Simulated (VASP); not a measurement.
# Ag: relaxation of cell and atoms with PBE

The system is Ag.

```xyz
1
Lattice="2.6600 0.0000 0.0000 0.0000 2.6600 0.0000 0.0000 0.0000 2.6600" Properties=species:S:1:pos:R:3 pbc="T T T"
Ag    0.0000    0.0000    0.0000
```

This isn't the form of Ag at room conditions, which is fcc.

```yaml
Program: VASP 6.6.1
Task: relaxation of cell and atoms
Functional: PBE
Potentials_or_basis: VASP PAW PBE potentials, release 64 (Ag)
Cutoff: 500 eV
k_mesh: 16 × 16 × 16
Occupations: fermi-dirac, width 0.1 eV
Spin: no spin polarisation
Dipole_correction: no
Further_INCAR_settings: ALGO = Normal; EDIFF = 1e-07; IBRION = 2; EDIFFG = -0.03; NSW = 80; ISIF = 3
```

- Relaxed volume: 20.80 Å³/atom
- Relaxed cell: a = 2.750 Å, b = 2.750 Å, c = 2.750 Å, α = 90.00°, β = 90.00°, γ = 90.00°
- Space group after relaxing (to 0.1 Å): Pm-3m (No. 221)
- Energy gained by relaxing: 48.9 meV/atom
- Ionic steps: 3
- Pressure after relaxing: 0.0 GPa
- Band gap on the k mesh: zero (an odd number of electrons rules out a gap without spin polarisation)

The path:
```
step  energy change (eV)  largest force (eV/Å)  pressure (GPa)  volume (Å³)
   1              0.0000                0.0000            8.82        18.82
   2             -0.0403                0.0000           -2.68        21.79
   3             -0.0489                0.0000            0.04        20.80
```

Final structure:
```xyz
1
Lattice="2.7500 0.0000 0.0000 0.0000 2.7500 0.0000 0.0000 0.0000 2.7500" Properties=species:S:1:pos:R:3 pbc="T T T"
Ag    0.0000    0.0000    0.0000
```

Levels at points of the mesh, in eV from the Fermi level:
```
           k point  band 1  band 2  band 3  band 4  band 5  band 6  band 7  band 8  band 9
(0.00, 0.00, 0.00)   -6.35   -5.69   -5.69   -2.80   -2.80   -2.80   13.91   13.91   13.91
(0.50, 0.00, 0.00)   -5.40   -5.11   -3.73   -3.73   -2.71   -0.48    1.63   16.98   18.79
(0.50, 0.50, 0.00)   -5.66   -4.94   -3.57   -3.57   -2.05    3.85    3.85    7.33    9.45
(0.50, 0.50, 0.50)   -5.15   -5.15   -5.15   -1.99   -1.99    8.42    8.42    8.42   10.19
```

It took 25 s on 1 thread of AMD EPYC 9R45 (Zen 5) (shared host), peak memory 0.12 GiB.
